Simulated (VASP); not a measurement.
Set up this calculation in VASP 6.6.1, as the native input.

```
Task                   : single point
Functional             : PBE
Potentials or basis    : VASP PAW PBE potentials, release 64 (Ag, Pd)
Cutoff                 : 520 eV
k mesh                 : 4 × 4 × 4
Occupations            : gaussian, width 0.1 eV
Spin                   : no spin polarisation
Dipole correction      : no
Further INCAR settings : ALGO = Normal; EDIFF = 1e-06; NBANDS = 40
```

The structure of AgPd2 lies in POSCAR:

```
AgPd2
1.0
    4.1465717877      0.0000000000      0.0000000000
    0.0000000000      4.1465717877      0.0000000000
    0.0000000000      0.0000000000      5.9694675189
Ag Pd
2 4
Direct
    0.0000000000      0.0000000000      0.0000000000
    0.5000000000      0.5000000000      0.5000000000
    0.0000000000      0.5000000000      0.2030000000
    0.0000000000      0.5000000000      0.7030000000
    0.5000000000      0.0000000000      0.2970000000
    0.5000000000      0.0000000000      0.7970000000
```

One way to write it, as run:

INCAR

```
SYSTEM = AgPd2
PREC = Accurate
ENCUT = 520
EDIFF = 1E-6
ISMEAR = 0
SIGMA = 0.1
LREAL = .False.
LASPH = .True.
NELM = 100
ALGO = Normal
ISIF = 2
LWAVE = .False.
LCHARG = .False.
GGA = PE
NBANDS = 40
```

KPOINTS

```
Automatic mesh
0
Gamma
  4 4 4
  0 0 0
```

Potentials or basis: VASP PAW PBE potentials, release 64 (Ag, Pd).

The run is started by

```bash
$ cat potpaw_PBE.64/Ag/POTCAR potpaw_PBE.64/Pd/POTCAR > POTCAR
$ mpirun -np 1 vasp_std > vasp.out
```

It gave:

The pressure is 21.0 GPa and the largest force is 1.992 eV/Å. The band gap on the k mesh is zero (bands 31 and 32 overlap by 1.80 eV).

Caveat: the k points lie up to 0.38 Å⁻¹ apart, too coarse for converged energies and pressures of a metal; forces of over 1 eV/Å act on the atoms, so gaps and moduli don't describe the material at rest.

Run time: 31 s on 1 thread of Intel(R) Xeon(R) 6975P-C (Granite Rapids), with other jobs on the host, peak memory 0.24 GiB.
